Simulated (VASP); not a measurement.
# Ag in VASP: a series of runs

The runs below take Ag through single point, with PBEsol.

Program: VASP 6.6.1. These are calculated values, not measurements. Logs are shortened: lines on timing, memory, paths and dates and some standing lists are left out, and cuts for length are marked.

## (1) The cell of the first run

The cell holds a slab with vacuum, 6 atoms: a = 2.867 Å, b = 2.867 Å, c = 26.727 Å, α = 90.00°, β = 90.00°, γ = 120.00°.

## (2) Single point, PBEsol

INCAR

```
PREC = Accurate ; ENCUT = 520
EDIFF = 1E-6 ; ISMEAR = 0
SIGMA = 0.1 ; LREAL = False
LASPH = True ; NELM = 60
ALGO = Normal ; ISIF = 2
LWAVE = False ; LCHARG = True
LDIPOL = True ; IDIPOL = 3
DIPOL = 0.5 0.5 0.500 ; GGA = PS
LELF = True ; LVHAR = True
LVACPOTAV = True ; NBANDS = 42
```

KPOINTS

```
regular mesh
0
Gamma
  12 12 1
```

POSCAR

```
Ag
1.0
    2.8670626668      0.0000000000      0.0000000000
   -1.4335313334      2.4829491037      0.0000000000
    0.0000000000      0.0000000000     26.7267873140
Ag
6
Direct
    0.6666666667      0.3333333333      0.2806173414
    0.3333333333      0.6666666667      0.3683704048
    0.6666666667      0.3333333333      0.4561234683
    0.3333333333      0.6666666667      0.5438765317
    0.6666666667      0.3333333333      0.6316295952
    0.3333333333      0.6666666667      0.7193826586
```

Potentials or basis: VASP PAW PBE potentials, release 64 (Ag).

The run is started by

```bash
$ cat potpaw_PBE.64/Ag/POTCAR > POTCAR
$ mpirun -np 1 vasp_std > vasp.out
```

OUTCAR:

```text
PREC = Accurate
   ENCUT = 520
   EDIFF = 1E-6
   ISMEAR = 0
   LREAL = False
   LASPH = True
   NELM = 60
   ISIF = 2
   GGA = PS

 ion  position               nearest neighbor table
   1  0.667  0.333  0.281-   2 2.87   2 2.87   2 2.87
   2  0.333  0.667  0.368-   1 2.87   1 2.87   1 2.87   3 2.87   3 2.87   3 2.87
   3  0.667  0.333  0.456-   4 2.87   4 2.87   4 2.87   2 2.87   2 2.87   2 2.87
   4  0.333  0.667  0.544-   3 2.87   3 2.87   3 2.87   5 2.87   5 2.87   5 2.87
   5  0.667  0.333  0.632-   6 2.87   6 2.87   6 2.87   4 2.87   4 2.87   4 2.87
   6  0.333  0.667  0.719-   5 2.87   5 2.87   5 2.87

  LATTYP: Found a hexagonal cell.
 ALAT       =     2.8670626668
 C/A-ratio  =     9.3220101617

  Lattice vectors:

 A1 = (   2.8670626668,   0.0000000000,   0.0000000000)
 A2 = (  -1.4335313334,   2.4829491037,   0.0000000000)
 A3 = (   0.0000000000,   0.0000000000,  26.7267873140)

Analysis of symmetry for initial positions (statically):
=====================================================================
 Subroutine PRICEL returns:
 Original cell was already a primitive cell.

 Routine SETGRP: Setting up the symmetry group for a
 hexagonal supercell.

 Subroutine GETGRP returns: Found 12 space group operations
 (whereof 12 operations were pure point group operations)
 out of a pool of 24 trial point group operations.

The static configuration has the point symmetry D_3d.

Analysis of symmetry for dynamics (positions and initial velocities):
=====================================================================
 Subroutine PRICEL returns:
 Original cell was already a primitive cell.

 Routine SETGRP: Setting up the symmetry group for a
 hexagonal supercell.

 Subroutine GETGRP returns: Found 12 space group operations
 (whereof 12 operations were pure point group operations)
 out of a pool of 24 trial point group operations.

The dynamic configuration has the point symmetry D_3d.

 Subroutine INISYM returns: Found 12 space group operations
 (whereof 12 operations are pure point group operations),
 and found     1 'primitive' translations

----------------------------------------------------------------------------------------

                                     Primitive cell

  volume of cell :     190.2619

  direct lattice vectors                    reciprocal lattice vectors
     2.867062667  0.000000000  0.000000000     0.348789028  0.201373439  0.000000000
    -1.433531333  2.482949104  0.000000000     0.000000000  0.402746878  0.000000000
     0.000000000  0.000000000 26.726787314     0.000000000  0.000000000  0.037415646

  length of vectors
     2.867062667  2.867062667 26.726787314     0.402746878  0.402746878  0.037415646

  position of ions in fractional coordinates (direct lattice)
     0.666666667  0.333333333  0.280617341
     0.333333333  0.666666667  0.368370405
     0.666666667  0.333333333  0.456123468
     0.333333333  0.666666667  0.543876532
     0.666666667  0.333333333  0.631629595
     0.333333333  0.666666667  0.719382659

  ion indices of the primitive-cell ions
   primitive index   ion index
                 1           1
                 2           2
                 3           3
                 4           4
                 5           5
                 6           6

----------------------------------------------------------------------------------------

 KPOINTS: regular mesh

Automatic generation of k-mesh.
 Grid dimensions read from file:
 generate k-points for:   12   12    1

 Generating k-lattice:

  Cartesian coordinates                     Fractional coordinates (reciprocal lattice)
     0.029065752  0.016781120  0.000000000     0.083333333  0.000000000  0.000000000
     0.000000000  0.033562240  0.000000000     0.000000000  0.083333333  0.000000000
     0.000000000  0.000000000  0.037415646     0.000000000  0.000000000  1.000000000

  Length of vectors
     0.033562240  0.033562240  0.037415646

  Shift w.r.t. Gamma in fractional coordinates (k-lattice)
     0.000000000  0.000000000  0.000000000

 Subroutine IBZKPT returns following result:
 ===========================================

 Found     19 irreducible k-points:

 Following reciprocal coordinates:
            Coordinates               Weight
  0.000000  0.000000  0.000000      1.000000
  0.083333 -0.000000  0.000000      6.000000
  0.166667  0.000000  0.000000      6.000000
  0.250000 -0.000000  0.000000      6.000000
  0.333333 -0.000000  0.000000      6.000000
  0.416667  0.000000  0.000000      6.000000
[... 11 lines left out ...]
  0.333333  0.250000  0.000000     12.000000
  0.333333  0.333333  0.000000      2.000000
   k-points           NKPTS =     19   k-points in BZ     NKDIM =     19   number of bands    NBANDS=     42
   number of dos      NEDOS =    301   number of ions     NIONS =      6
   total plane-waves  NPLWV = 115200
   dimension x,y,z NGX =    24 NGY =   24 NGZ =  200
   dimension x,y,z NGXF=    48 NGYF=   48 NGZF=  400
   ions per type =               6
   NGX,Y,Z   is equivalent  to a cutoff of  13.92, 13.92, 12.44 a.u.
   NGXF,Y,Z  is equivalent  to a cutoff of  27.83, 27.83, 24.88 a.u.
 SYSTEM =  unknown system
   PREC   = accura    normal or accurate (medium, high low for compatibility)
   ISTART =      0    job   : 0-new  1-cont  2-samecut
   ICHARG =      2    charge: 1-file 2-atom 10-const
   ISPIN  =      1    spin polarized calculation?
   LNONCOLLINEAR =      F non collinear calculations
   LSORBIT =      F    spin-orbit coupling
   LASPH  =      T    aspherical Exc in radial PAW
   ENCUT  =  520.0 eV  38.22 Ry    6.18 a.u.   5.33  5.33 49.69*2*pi/ulx,y,z
   NELM   =     60;   NELMIN=  2; NELMDL= -5     # of ELM steps
   EDIFF  = 0.1E-05   stopping-criterion for ELM
   LREAL  =      F    real-space projection
   EDIFFG = 0.1E-04   stopping-criterion for IOM
   NSW    =      0    number of steps for IOM
   IBRION =     -1    ionic relax: 0-MD 1-quasi-New 2-CG
   NFREE  =      0    steps in history (QN), initial steepest desc. (CG)
   ISIF   =      2    stress and relaxation
   ISYM   =      2    0-nonsym 1-usesym 2-fastsym
   POTIM  = 0.5000    time-step for ionic-motion
   TEBEG  =    0.0;   TEEND  =   0.0 temperature during run
   PSTRESS=    0.0 pullay stress
   NELECT =      66.0000    total number of electrons
   NUPDOWN=      -1.0000    fix difference up-down
   EMIN   =  10.00;   EMAX   =-10.00  energy-range for DOS
   EFERMI =   0.00;   METHOD = LEGACY
   ISMEAR =     0;   SIGMA  =   0.10  broadening in eV -4-tet -1-fermi 0-gaus
   EFERMI_NEDOS =   21; number of points for ismear=-14 and -15
   IALGO  =     38    algorithm
   IMIX   =      4    mixing-type and parameters
     AMIX     =   0.40;   BMIX     =  1.00
     AMIX_MAG =   1.60;   BMIX_MAG =  1.00
  volume/ion in A,a.u.               =      31.71       213.99
  Fermi-wavevector in a.u.,A,eV,Ry     =   1.150285  2.173724 18.002633  1.323156
  Thomas-Fermi vector in A             =   2.286950
   LORBIT       =      0    0 simple, 1 ext, 2 COOP (PROOUT), +10 PAW based schemes
   GGA     = PS    functional components
   LHFCALC =     F    Hartree Fock is set to
   AEXX    =    0.0000 exact exchange contribution
   IVDW    =     0    specifies the selected vdW correction
   LEPSILON=     F    determine dielectric tensor
   LRPA    =     F    only Hartree local field effects (RPA)
 non-spin polarized calculation
 Gauss-broadening in eV      SIGMA  =   0.10
  energy-cutoff  :      520.00
  volume of cell :      190.26
 maximum number of plane-waves:      5187
 NGX is ok and might be reduce to    24
   NGX = 11   NGY = 11   NGZ = 99

 dipolmoment           0.000000      0.000000     -0.000000 electrons x Angstroem

 number of electron      65.9999993 magnetization

 dipolmoment           0.000000      0.000000      0.000000 electrons x Angstroem

 Free energy of the ion-electron system (eV)
  ---------------------------------------------------
  ext. energy  EPLUGINS =         0.00000000
  ---------------------------------------------------
  free energy    TOTEN  =       -18.90821328 eV

  energy without entropy =      -18.89332623  energy(sigma->0) =      -18.90076975

 E-fermi :   2.3853     XC(G=0):  -7.2226

 val. band max:        2.3691855738   @ k =   0.0000   0.0000   0.0000
 cond. band min:       2.4047825055   @ k =   0.2500   0.1667   0.0000
 fundamental gap:      0.0355969318
 Fermi energy:         2.3852685493

 k-point     1 :       0.0000    0.0000    0.0000
  band No.  band energies     occupation
      1      -5.4127      2.00000
      2      -4.9064      2.00000
      3      -4.2648      2.00000
      4      -4.0981      2.00000
      5      -3.9446      2.00000
      6      -3.8975      2.00000
[... 34 lines left out ...]
     41       7.8561      0.00000
     42       9.7259      0.00000

 k-point     2 :       0.0833   -0.0000    0.0000
  band No.  band energies     occupation
      1      -5.2198      2.00000
      2      -4.7206      2.00000
      3      -4.0890      2.00000
      4      -3.9757      2.00000
      5      -3.8074      2.00000
      6      -3.7388      2.00000
[... 34 lines left out ...]
     41       8.0121      0.00000
     42       9.8913      0.00000

 k-point     3 :       0.1667    0.0000    0.0000
  band No.  band energies     occupation
      1      -4.6912      2.00000
      2      -4.2399      2.00000
      3      -3.6962      2.00000
      4      -3.6757      2.00000
      5      -3.4971      2.00000
      6      -3.3612      2.00000
[... 672 lines left out ...]
      4      -3.2597      2.00000
      5      -3.2281      2.00000
      6      -3.0703      2.00000
[... 34 lines left out ...]
     41       8.6655      0.00000
     42       8.9652      0.00000

 k-point    19 :       0.3333    0.3333    0.0000
  band No.  band energies     occupation
      1      -3.5434      2.00000
      2      -3.2773      2.00000
      3      -3.2493      2.00000
      4      -3.2493      2.00000
      5      -3.1322      2.00000
      6      -3.1322      2.00000
[... 34 lines left out ...]
     41       8.3376      0.00000
     42       8.5420      0.00000

------------------------ aborting loop because EDIFF is reached ----------------------------------------

  FORCE on cell =-STRESS in cart. coord.  units (eV):
  Direction    XX          YY          ZZ          XY          YZ          ZX
  --------------------------------------------------------------------------------------
  -------------------------------------------------------------------------------------
  Total       -0.9956076     -0.9956076     -0.9063742      0.0000000      0.0000000     -0.0000000
  in kB       -8.3839180     -8.3839180     -7.6324921      0.0000000      0.0000000     -0.0000000
  external PRESSURE =      -8.1334427 kB  Pullay stress =       0.0000000 kB

 VOLUME and BASIS-vectors are now :
 -----------------------------------------------------------------------------
  energy-cutoff  :      520.00
  volume of cell :      190.26
      direct lattice vectors                 reciprocal lattice vectors
     2.867062667  0.000000000  0.000000000     0.348789028  0.201373439  0.000000000
    -1.433531333  2.482949104  0.000000000     0.000000000  0.402746878  0.000000000
     0.000000000  0.000000000 26.726787314     0.000000000  0.000000000  0.037415646

 POSITION                                       TOTAL-FORCE (eV/Angst)
 -----------------------------------------------------------------------------------
      1.43353      0.82765      7.50000         0.000000      0.000000      0.081081
     -0.00000      1.65530      9.84536        -0.000000     -0.000000     -0.011430
      1.43353      0.82765     12.19071         0.000000      0.000000     -0.008353
     -0.00000      1.65530     14.53607        -0.000000     -0.000000      0.008353
      1.43353      0.82765     16.88143        -0.000000      0.000000      0.011430
     -0.00000      1.65530     19.22679        -0.000000     -0.000000     -0.081081
 -----------------------------------------------------------------------------------
    total drift:                               -0.000000      0.000000      0.000000

  FREE ENERGIE OF THE ION-ELECTRON SYSTEM (eV)
  ---------------------------------------------------
  free  energy   TOTEN  =       -18.9082132783 eV

  energy  without entropy=      -18.8933262278  energy(sigma->0) =      -18.90076975

 vacuum level on the upper side and lower side of the slab         6.905         6.905
```

It took 5 min on 1 thread of Intel Xeon Platinum 8259CL at 2.50GHz (Skylake/Cascade Lake), shared host; peak memory 0.37 GiB.

Results:

```yaml
Free_energy: -18.9082 eV
Largest_force: 0.081 eV/Å
Band_gap_on_the_k_mesh: zero (bands 33 and 34 overlap by 6.50 eV)
```

Forces in eV/Å, atoms in the order of the input:
```
Ag   0.000  0.000  0.081
Ag   0.000  0.000 -0.011
Ag   0.000  0.000 -0.008
Ag   0.000  0.000  0.008
Ag   0.000  0.000  0.011
Ag   0.000  0.000 -0.081
```

Levels at points of the mesh, in eV from the Fermi level:
| k point | band 29 | band 30 | band 31 | band 32 | band 33 | band 34 | band 35 | band 36 | band 37 | band 38 |
| --- | --- | --- | --- | --- | --- | --- | --- | --- | --- | --- |
| (0.00, 0.00, 0.00) | -3.25 | -3.25 | -3.12 | -3.12 | -3.07 | -3.07 | -2.44 | -0.64 | -0.02 | 4.14 |
| (0.50, 0.00, 0.00) | -2.72 | -2.72 | 0.10 | 0.24 | 0.65 | 1.16 | 1.48 | 1.59 | 4.49 | 4.52 |

Caveat: the PAW data sets were made with another functional, which shifts forces and pressure a little.

## (3) Single point, PBEsol

INCAR

```
SYSTEM = Ag
  ALGO = Normal
  DIPOL = 0.5 0.5 0.500
  EDIFF = 1E-6
  ENCUT = 520
  GGA = PS
  IDIPOL = 3
  ISIF = 2
  ISMEAR = 0
  LASPH = .True.
  LCHARG = .False.
  LDIPOL = .True.
  LREAL = .False.
  LWAVE = .False.
  NBANDS = 42
  NELM = 60
  PREC = Accurate
  SIGMA = 0.1
```

KPOINTS

```
k-points
0
Gamma
  12 12 1
  0 0 0
```

POSCAR

```
Ag
1.0
    2.8670626668      0.0000000000      0.0000000000
   -1.4335313334      2.4829491037      0.0000000000
    0.0000000000      0.0000000000     26.7267873140
Ag
6
Direct
    0.6666666667      0.3333333333      0.2823165163
    0.3333333333      0.6666666667      0.3692195568
    0.6666666667      0.3333333333      0.4563793484
    0.3333333333      0.6666666667      0.5436206513
    0.6666666667      0.3333333333      0.6307804431
    0.3333333333      0.6666666667      0.7176834842
```

Potentials or basis: VASP PAW PBE potentials, release 64 (Ag).

The run is started by

```bash
$ cat potpaw_PBE.64/Ag/POTCAR > POTCAR
$ mpirun -np 1 vasp_std > vasp.out
```

Wall time 5.2 min (1 thread of Intel Xeon Platinum 8259CL at 2.50GHz (Skylake/Cascade Lake), shared host); peak memory 0.37 GiB.

Results (log left out):

```
Free energy            : -18.9119 eV
Largest force          : 0.006 eV/Å
Band gap on the k mesh : zero (bands 33 and 34 overlap by 6.47 eV)
```

Forces on the atoms (eV/Å):
```
Ag   0.000  0.000  0.006
Ag   0.000  0.000  0.000
Ag   0.000  0.000  0.000
Ag   0.000  0.000  0.000
Ag   0.000  0.000  0.000
Ag   0.000  0.000 -0.006
```

Levels at points of the mesh, in eV from the Fermi level:
```tsv
k point	band 31	band 32	band 33	band 34	band 35	band 36
(0.00, 0.00, 0.00)	-3.12	-3.12	-3.07	-3.07	-2.42	-0.62
(0.50, 0.00, 0.00)	0.08	0.22	0.64	1.15	1.48	1.58
```

Caveat: the PAW data sets were made with another functional, which shifts forces and pressure a little.
